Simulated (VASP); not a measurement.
# LiSe3 (P2_1/m) in VASP: further runs

Runs on LiSe3. Level: r2SCAN. Tasks: single point.

Everything below comes from runs of VASP 6.6.1. Logs are shortened: lines on timing, memory, paths and dates and some standing lists are left out, and cuts for length are marked.

### Step 1. The cell of the first run

It takes space group P2_1/m (No. 11, monoclinic). Conventional cell: a = 5.267 Å, b = 3.649 Å, c = 9.192 Å, α = 90.00°, β = 97.48°, γ = 90.00°. Se (site symmetry m) has 4 Li at 2.64 to 2.79 Å and 8 Se at 3.35 to 3.46 Å within 3.5 Å. Se (site symmetry m) has 2 Se at 2.28 to 2.99 Å and 2 Li at 2.66 Å within 3.0 Å. Se (site symmetry m) has 2 Se at 2.28 to 2.99 Å and 2 Li at 2.67 Å within 3.0 Å. Li (site symmetry m) has 8 Se at 2.64 to 2.79 Å within 3.5 Å.

### Step 2. Single point, r2SCAN

POSCAR

```
LiSe3
1.0
    5.2666300000      0.0000000000      0.0000000000
    0.0000000000      3.6488460000      0.0000000000
   -1.1966400000      0.0000000000      9.1139690000
Se Li
6 2
Direct
    0.7620000000      0.2500000000      0.5540000000
    0.2380000000      0.7500000000      0.4460000000
    0.4560000000      0.2500000000      0.1740000000
    0.5440000000      0.7500000000      0.8260000000
    0.8880000000      0.2500000000      0.1690000000
    0.1120000000      0.7500000000      0.8310000000
    0.2850000000      0.2500000000      0.6560000000
    0.7150000000      0.7500000000      0.3440000000
```

INCAR.step1

```
ALGO     = Normal         # electronic algorithm
EDIFF    = 1E-4           # SCF threshold, eV
ENCUT    = 520            # plane-wave cutoff, eV
GGA      = PE             # functional
ISMEAR   = -1             # smearing method
LASPH    = True           # aspherical terms in the spheres
LCHARG   = False          # write CHGCAR
LREAL    = False          # projectors in reciprocal space
LWAVE    = True           # write WAVECAR
NBANDS   = 31             # bands
NELM     = 80             # most SCF steps
PREC     = Accurate       # precision mode
SIGMA    = 0.0993         # smearing width, eV
```

INCAR.step2

```
ALGO     = Normal         # electronic algorithm
EDIFF    = 1E-6           # SCF threshold, eV
ENCUT    = 520            # plane-wave cutoff, eV
ISIF     = 2              # what is computed and relaxed
ISMEAR   = -1             # smearing method
ISTART   = 1            
LASPH    = True           # aspherical terms in the spheres
LCHARG   = False          # write CHGCAR
LMIXTAU  = True         
LREAL    = False          # projectors in reciprocal space
LWAVE    = False          # write WAVECAR
METAGGA  = R2SCAN         # meta-GGA
NBANDS   = 31             # bands
NELM     = 80             # most SCF steps
PREC     = Accurate       # precision mode
SIGMA    = 0.0993         # smearing width, eV
```

KPOINTS

```
k-points
0
Gamma
  4 5 2
```

Potentials or basis: VASP PAW PBE potentials, release 64 (Se, Li_sv).

Launch:

```console
cat potpaw_PBE.64/Se/POTCAR potpaw_PBE.64/Li_sv/POTCAR > POTCAR
cp INCAR.step1 INCAR
mpirun -np 1 vasp_std > vasp.out
cp INCAR.step2 INCAR
mpirun -np 1 vasp_std > vasp.out
```

OUTCAR:

```text
EDIFF = 1E-6
   ENCUT = 520
   ISIF = 2
   ISMEAR = -1
   ISTART = 1
   LASPH = True
   LREAL = False
   METAGGA = R2SCAN
   NELM = 80
   PREC = Accurate

 ion  position               nearest neighbor table
   1  0.762  0.250  0.554-   8 2.64   8 2.64
   2  0.238  0.750  0.446-   7 2.64   7 2.64
   3  0.456  0.250  0.174-   5 2.28   8 2.66   8 2.66
   4  0.544  0.750  0.826-   6 2.28   7 2.66   7 2.66
   5  0.888  0.250  0.169-   3 2.28   8 2.67   8 2.67
   6  0.112  0.750  0.831-   4 2.28   7 2.67   7 2.67
   7  0.285  0.250  0.656-   2 2.64   2 2.64   4 2.66   4 2.66   6 2.67   6 2.67
   8  0.715  0.750  0.344-   1 2.64   1 2.64   3 2.66   3 2.66   5 2.67   5 2.67

  LATTYP: Found a simple monoclinic cell.
 ALAT       =     5.2666300000
 B/A-ratio  =     0.6928236842
 C/A-ratio  =     1.7453649021
 COS(beta)  =    -0.1301800604

  Lattice vectors:

 A1 = (   5.2666300000,   0.0000000000,   0.0000000000)
 A2 = (   0.0000000000,   3.6488460000,   0.0000000000)
 A3 = (  -1.1966400000,   0.0000000000,   9.1139690000)

Analysis of symmetry for initial positions (statically):
=====================================================================
 Subroutine PRICEL returns:
 Original cell was already a primitive cell.

 Routine SETGRP: Setting up the symmetry group for a
 simple monoclinic supercell.

 Subroutine GETGRP returns: Found  4 space group operations
 (whereof  2 operations were pure point group operations)
 out of a pool of  4 trial point group operations.

The static configuration has the point symmetry S_2 .
 The point group associated with its full space group is C_2h.

Analysis of symmetry for dynamics (positions and initial velocities):
=====================================================================
 Subroutine PRICEL returns:
 Original cell was already a primitive cell.

 Routine SETGRP: Setting up the symmetry group for a
 simple monoclinic supercell.

 Subroutine GETGRP returns: Found  4 space group operations
 (whereof  2 operations were pure point group operations)
 out of a pool of  4 trial point group operations.

The dynamic configuration has the point symmetry S_2 .
 The point group associated with its full space group is C_2h.

 Subroutine INISYM returns: Found  4 space group operations
 (whereof  2 operations are pure point group operations),
 and found     1 'primitive' translations

----------------------------------------------------------------------------------------

                                     Primitive cell

  volume of cell :     175.1443

  direct lattice vectors                    reciprocal lattice vectors
     5.266630000  0.000000000  0.000000000     0.189874740  0.000000000  0.024930051
     0.000000000  3.648846000  0.000000000     0.000000000  0.274059251  0.000000000
    -1.196640000  0.000000000  9.113969000     0.000000000  0.000000000  0.109721681

  length of vectors
     5.266630000  3.648846000  9.192191155     0.191504371  0.274059251  0.109721681

  position of ions in fractional coordinates (direct lattice)
     0.762000000  0.250000000  0.554000000
     0.238000000  0.750000000  0.446000000
     0.456000000  0.250000000  0.174000000
     0.544000000  0.750000000  0.826000000
     0.888000000  0.250000000  0.169000000
     0.112000000  0.750000000  0.831000000
     0.285000000  0.250000000  0.656000000
     0.715000000  0.750000000  0.344000000

  ion indices of the primitive-cell ions
   primitive index   ion index
                 1           1
                 2           2
                 3           3
                 4           4
                 5           5
                 6           6
                 7           7
                 8           8

----------------------------------------------------------------------------------------

 KPOINTS: k-points

Automatic generation of k-mesh.
 Grid dimensions read from file:
 generate k-points for:    4    5    2

 Generating k-lattice:

  Cartesian coordinates                     Fractional coordinates (reciprocal lattice)
     0.047468685  0.000000000  0.006232513     0.250000000  0.000000000  0.000000000
     0.000000000  0.054811850  0.000000000     0.000000000  0.200000000  0.000000000
     0.000000000  0.000000000  0.054860841     0.000000000  0.000000000  0.500000000

  Length of vectors
     0.047876093  0.054811850  0.054860841

  Shift w.r.t. Gamma in fractional coordinates (k-lattice)
     0.000000000  0.000000000  0.000000000

 Subroutine IBZKPT returns following result:
 ===========================================

 Found     18 irreducible k-points:

 Following reciprocal coordinates:
            Coordinates               Weight
  0.000000  0.000000  0.000000      1.000000
  0.250000  0.000000 -0.000000      2.000000
  0.500000  0.000000 -0.000000      1.000000
  0.000000  0.200000  0.000000      2.000000
  0.250000  0.200000 -0.000000      4.000000
  0.500000  0.200000 -0.000000      2.000000
[... 10 lines left out ...]
  0.250000  0.400000  0.500000      4.000000
  0.500000  0.400000  0.500000      2.000000
   k-points           NKPTS =     18   k-points in BZ     NKDIM =     18   number of bands    NBANDS=     31
   number of dos      NEDOS =    301   number of ions     NIONS =      8
   total plane-waves  NPLWV =  78400
   dimension x,y,z NGX =    40 NGY =   28 NGZ =   70
   dimension x,y,z NGXF=    80 NGYF=   56 NGZF=  140
   ions per type =               6   2
   NGX,Y,Z   is equivalent  to a cutoff of  12.63, 12.76, 12.66 a.u.
   NGXF,Y,Z  is equivalent  to a cutoff of  25.25, 25.51, 25.32 a.u.
 SYSTEM =  unknown system
   PREC   = accura    normal or accurate (medium, high low for compatibility)
   ISTART =      1    job   : 0-new  1-cont  2-samecut
   ICHARG =      0    charge: 1-file 2-atom 10-const
   ISPIN  =      1    spin polarized calculation?
   LNONCOLLINEAR =      F non collinear calculations
   LSORBIT =      F    spin-orbit coupling
   LASPH  =      T    aspherical Exc in radial PAW
   ENCUT  =  520.0 eV  38.22 Ry    6.18 a.u.   9.79  6.78 17.09*2*pi/ulx,y,z
   NELM   =     80;   NELMIN=  2; NELMDL=  0     # of ELM steps
   EDIFF  = 0.1E-05   stopping-criterion for ELM
   LREAL  =      F    real-space projection
   EDIFFG = 0.1E-04   stopping-criterion for IOM
   NSW    =      0    number of steps for IOM
   IBRION =     -1    ionic relax: 0-MD 1-quasi-New 2-CG
   NFREE  =      0    steps in history (QN), initial steepest desc. (CG)
   ISIF   =      2    stress and relaxation
   ISYM   =      2    0-nonsym 1-usesym 2-fastsym
   POTIM  = 0.5000    time-step for ionic-motion
   TEBEG  =    0.0;   TEEND  =   0.0 temperature during run
   PSTRESS=    0.0 pullay stress
   NELECT =      42.0000    total number of electrons
   NUPDOWN=      -1.0000    fix difference up-down
   EMIN   =  10.00;   EMAX   =-10.00  energy-range for DOS
   EFERMI =   0.00;   METHOD = LEGACY
   ISMEAR =    -1;   SIGMA  =   0.10  broadening in eV -4-tet -1-fermi 0-gaus
   EFERMI_NEDOS =   21; number of points for ismear=-14 and -15
   IALGO  =     38    algorithm
   IMIX   =      4    mixing-type and parameters
     AMIX     =   0.40;   BMIX     =  1.00
     AMIX_MAG =   1.60;   BMIX_MAG =  1.00
  volume/ion in A,a.u.               =      21.89       147.74
  Fermi-wavevector in a.u.,A,eV,Ry     =   1.017090  1.922021 14.074841  1.034472
  Thomas-Fermi vector in A             =   2.150471
   LORBIT       =      0    0 simple, 1 ext, 2 COOP (PROOUT), +10 PAW based schemes
   METAGGA = R2SCAN    functional components
   LHFCALC =     F    Hartree Fock is set to
   AEXX    =    0.0000 exact exchange contribution
   IVDW    =     0    specifies the selected vdW correction
   LEPSILON=     F    determine dielectric tensor
   LRPA    =     F    only Hartree local field effects (RPA)
 non-spin polarized calculation
  energy-cutoff  :      520.00
  volume of cell :      175.14
 maximum number of plane-waves:      4748
 NGX is ok and might be reduce to    40
   NGX = 19   NGY = 13   NGZ = 35

 number of electron      41.9999990 magnetization

 Free energy of the ion-electron system (eV)
  ---------------------------------------------------
  ext. energy  EPLUGINS =         0.00000000
  ---------------------------------------------------
  free energy    TOTEN  =       -91.28359747 eV

  energy without entropy =      -91.04620118  energy(sigma->0) =      -91.16489932

 E-fermi :   2.5880     XC(G=0):  -9.6356

 val. band max:        2.5767284801   @ k =   0.2500   0.2000   0.5000
 cond. band min:       2.6017218578   @ k =   0.5000   0.2000  -0.0000
 fundamental gap:      0.0249933777
 Fermi energy:         2.5879728117

 k-point     1 :       0.0000    0.0000    0.0000
  band No.  band energies     occupation
      1     -44.3918      2.00000
      2     -44.3915      2.00000
      3     -13.0732      2.00000
      4     -12.7288      2.00000
      5     -10.8203      2.00000
      6      -9.2557      2.00000
[... 23 lines left out ...]
     30      10.2854      0.00000
     31      10.4527      0.00000

 k-point     2 :       0.2500    0.0000   -0.0000
  band No.  band energies     occupation
      1     -44.3918      2.00000
      2     -44.3916      2.00000
      3     -12.8822      2.00000
      4     -12.5789      2.00000
      5     -10.6949      2.00000
      6      -9.8550      2.00000
[... 23 lines left out ...]
     30      10.1189      0.00000
     31      10.5001      0.00000

 k-point     3 :       0.5000    0.0000   -0.0000
  band No.  band energies     occupation
      1     -44.3917      2.00000
      2     -44.3917      2.00000
      3     -12.6123      2.00000
      4     -12.4129      2.00000
      5     -10.5234      2.00000
      6     -10.4788      2.00000
[... 499 lines left out ...]
     30       9.9433      0.00000
     31      10.2394      0.00000

 k-point    18 :       0.5000    0.4000    0.5000
  band No.  band energies     occupation
      1     -44.3908      2.00000
      2     -44.3908      2.00000
      3     -12.2300      2.00000
      4     -12.1632      2.00000
      5      -9.8413      2.00000
      6      -9.8177      2.00000
[... 23 lines left out ...]
     30      10.3547      0.00000
     31      10.8887      0.00000

------------------------ aborting loop because EDIFF is reached ----------------------------------------

  FORCE on cell =-STRESS in cart. coord.  units (eV):
  Direction    XX          YY          ZZ          XY          YZ          ZX
  --------------------------------------------------------------------------------------
  -------------------------------------------------------------------------------------
  Total       -4.1950359      0.2815592      3.7081190      0.0000000      0.0000000     -0.0162461
  in kB      -38.3751751      2.5756358     33.9209771      0.0000000      0.0000000     -0.1486156
  external PRESSURE =      -0.6261874 kB  Pullay stress =       0.0000000 kB

 VOLUME and BASIS-vectors are now :
 -----------------------------------------------------------------------------
  energy-cutoff  :      520.00
  volume of cell :      175.14
      direct lattice vectors                 reciprocal lattice vectors
     5.266630000  0.000000000  0.000000000     0.189874740  0.000000000  0.024930051
     0.000000000  3.648846000  0.000000000     0.000000000  0.274059251  0.000000000
    -1.196640000  0.000000000  9.113969000     0.000000000  0.000000000  0.109721681

 POSITION                                       TOTAL-FORCE (eV/Angst)
 -----------------------------------------------------------------------------------
      3.35023      0.91221      5.04914         0.104591     -0.000000      0.120845
      0.71976      2.73663      4.06483        -0.104591      0.000000     -0.120845
      2.19337      0.91221      1.58583         0.898514      0.000000     -0.106752
      1.87662      2.73663      7.52814        -0.898514     -0.000000      0.106752
      4.47454      0.91221      1.54026        -0.891228      0.000000     -0.477037
     -0.40455      2.73663      7.57371         0.891228      0.000000      0.477037
      0.71599      0.91221      5.97876        -0.024081     -0.000000     -0.256470
      3.35400      2.73663      3.13521         0.024081      0.000000      0.256470
 -----------------------------------------------------------------------------------
    total drift:                               -0.000000      0.000000      0.000000

  FREE ENERGIE OF THE ION-ELECTRON SYSTEM (eV)
  ---------------------------------------------------
  free  energy   TOTEN  =       -91.2835974727 eV

  energy  without entropy=      -91.0462011760  energy(sigma->0) =      -91.16489932
```

It took 3.2 min on 1 thread of Intel Xeon 6975P-C (Granite Rapids), shared host; peak memory 0.33 GiB.

Results:

- Free energy: -91.2836 eV
- Largest force: 1.011 eV/Å
- Band gap on the k mesh: zero (band 21 reaches 3.52 eV, above the bottom of band 22 at 2.25 eV)

Forces in eV/Å, atoms in the order of the input:
```
Se   0.105  0.000  0.121
Se  -0.105  0.000 -0.121
Se   0.899  0.000 -0.107
Se  -0.899  0.000  0.107
Se  -0.891  0.000 -0.477
Se   0.891  0.000  0.477
Li  -0.024  0.000 -0.256
Li   0.024  0.000  0.256
```

Caveat: the cutoff is under 1.25 times the usual one of these potentials, so pressure, stress and relaxed cells hold a basis-set (Pulay) error; the PAW data sets were made with another functional, which shifts forces and pressure a little.

### Step 3. Single point, r2SCAN

POSCAR is that of step 2.

INCAR.step1

```
PREC     = Accurate       # precision mode
ENCUT    = 520            # plane-wave cutoff, eV
ISMEAR   = -1             # smearing method
SIGMA    = 0.01           # smearing width, eV
LREAL    = False          # projectors in reciprocal space
LASPH    = True           # aspherical terms in the spheres
NELM     = 100            # most SCF steps
NBANDS   = 31             # bands
GGA      = PE             # functional
ALGO     = Normal         # electronic algorithm
EDIFF    = 1E-4           # SCF threshold, eV
LWAVE    = True           # write WAVECAR
LCHARG   = False          # write CHGCAR
```

INCAR.step2

```
PREC     = Accurate       # precision mode
ENCUT    = 520            # plane-wave cutoff, eV
EDIFF    = 1E-7           # SCF threshold, eV
ISMEAR   = -1             # smearing method
SIGMA    = 0.01           # smearing width, eV
LREAL    = False          # projectors in reciprocal space
LASPH    = True           # aspherical terms in the spheres
NELM     = 100            # most SCF steps
ALGO     = Normal         # electronic algorithm
ISIF     = 2              # what is computed and relaxed
LWAVE    = False          # write WAVECAR
LCHARG   = False          # write CHGCAR
METAGGA  = R2SCAN         # meta-GGA
LMIXTAU  = True         
NBANDS   = 31             # bands
ISTART   = 1
```

KPOINTS

```
regular mesh
0
Gamma
  4 5 2
```

Potentials or basis: VASP PAW PBE potentials, release 64 (Se, Li_sv).

Launch:

```console
cat potpaw_PBE.64/Se/POTCAR potpaw_PBE.64/Li_sv/POTCAR > POTCAR
cp INCAR.step1 INCAR
mpirun -np 1 vasp_std > vasp.out
cp INCAR.step2 INCAR
mpirun -np 1 vasp_std > vasp.out
```

Wall time 2.8 min (1 thread of Intel Xeon 6975P-C (Granite Rapids), shared host); peak memory 0.33 GiB.

Results (log left out):

```yaml
Free_energy: -91.1537 eV
Largest_force: 1.007 eV/Å
Band_gap_on_the_k_mesh: zero (band 21 reaches 3.52 eV, above the bottom of band 22 at 2.25 eV)
```

Forces on the atoms (eV/Å):
```
Se   0.111  0.000  0.087
Se  -0.111  0.000 -0.087
Se   0.926  0.000 -0.106
Se  -0.926  0.000  0.106
Se  -0.869  0.000 -0.510
Se   0.869  0.000  0.510
Li  -0.025  0.000 -0.260
Li   0.025  0.000  0.260
```

Levels at points of the mesh, in eV from the Fermi level:
| k point | band 16 | band 17 | band 18 | band 19 | band 20 | band 21 | band 22 | band 23 | band 24 | band 25 |
| --- | --- | --- | --- | --- | --- | --- | --- | --- | --- | --- |
| (0.00, 0.00, 0.00) | -1.22 | -1.02 | -0.75 | -0.28 | 0.08 | 0.94 | 1.13 | 1.18 | 1.27 | 5.39 |
| (0.50, 0.00, 0.00) | -1.58 | -1.03 | -1.03 | -0.44 | -0.40 | 0.11 | 0.59 | 0.59 | 0.78 | 1.09 |
| (0.00, 0.00, 0.50) | -1.23 | -1.15 | -0.96 | -0.65 | 0.21 | 0.94 | 1.14 | 1.16 | 1.22 | 5.63 |
| (0.50, 0.00, 0.50) | -1.57 | -1.47 | -1.34 | -0.49 | -0.43 | 0.07 | 0.58 | 0.66 | 0.82 | 1.09 |

Caveat: the cutoff is under 1.25 times the usual one of these potentials, so pressure, stress and relaxed cells hold a basis-set (Pulay) error; the PAW data sets were made with another functional, which shifts forces and pressure a little.

### Step 4. Single point, r2SCAN

POSCAR is that of step 3.

INCAR.step1

```
SYSTEM = LiSe3
  ALGO = Normal
  EDIFF = 1E-4
  ENCUT = 520
  GGA = PE
  ISMEAR = -1
  LASPH = .TRUE.
  LCHARG = .FALSE.
  LREAL = .FALSE.
  LWAVE = .TRUE.
  NBANDS = 31
  NELM = 80
  PREC = Accurate
  SIGMA = 0.0993
```

INCAR.step2

```
SYSTEM = LiSe3
  ALGO = Normal
  EDIFF = 1E-6
  ENCUT = 520
  ISIF = 2
  ISMEAR = -1
  ISTART = 1
  LASPH = .TRUE.
  LCHARG = .FALSE.
  LMIXTAU = .TRUE.
  LREAL = .FALSE.
  LWAVE = .FALSE.
  METAGGA = R2SCAN
  NBANDS = 31
  NELM = 80
  PREC = Accurate
  SIGMA = 0.0993
```

KPOINTS

```
k-points
0
G
  4 5 2
  0 0 0
```

Launch:

```console
cat potpaw_PBE.64/Se/POTCAR potpaw_PBE.64/Li_sv/POTCAR > POTCAR
cp INCAR.step1 INCAR
mpirun -np 1 vasp_std > vasp.out
cp INCAR.step2 INCAR
mpirun -np 1 vasp_std > vasp.out
```

Run time: 3.2 min. Hardware: 1 thread of Intel Xeon 6975P-C (Granite Rapids), shared host; peak memory 0.33 GiB.

The run converged. Its results:

```yaml
Free_energy: -91.2836 eV
Largest_force: 1.011 eV/Å
Band_gap_on_the_k_mesh: zero (band 21 reaches 3.52 eV, above the bottom of band 22 at 2.25 eV)
```

Forces in eV/Å, atoms in the order of the input:
```
Se   0.105  0.000  0.121
Se  -0.105  0.000 -0.121
Se   0.899  0.000 -0.107
Se  -0.899  0.000  0.107
Se  -0.891  0.000 -0.477
Se   0.891  0.000  0.477
Li  -0.024  0.000 -0.256
Li   0.024  0.000  0.256
```

Levels at points of the mesh, in eV from the Fermi level:
| k point | band 18 | band 19 | band 20 | band 21 | band 22 | band 23 | band 24 | band 25 |
| --- | --- | --- | --- | --- | --- | --- | --- | --- |
| (0.00, 0.00, 0.00) | -0.77 | -0.28 | 0.07 | 0.93 | 1.11 | 1.16 | 1.27 | 5.37 |
| (0.50, 0.00, 0.00) | -1.03 | -0.45 | -0.41 | 0.11 | 0.58 | 0.58 | 0.77 | 1.07 |
| (0.00, 0.00, 0.50) | -0.97 | -0.66 | 0.20 | 0.93 | 1.12 | 1.15 | 1.21 | 5.61 |
| (0.50, 0.00, 0.50) | -1.35 | -0.50 | -0.44 | 0.06 | 0.57 | 0.64 | 0.80 | 1.07 |

Caveat: the cutoff is under 1.25 times the usual one of these potentials, so pressure, stress and relaxed cells hold a basis-set (Pulay) error; the PAW data sets were made with another functional, which shifts forces and pressure a little.
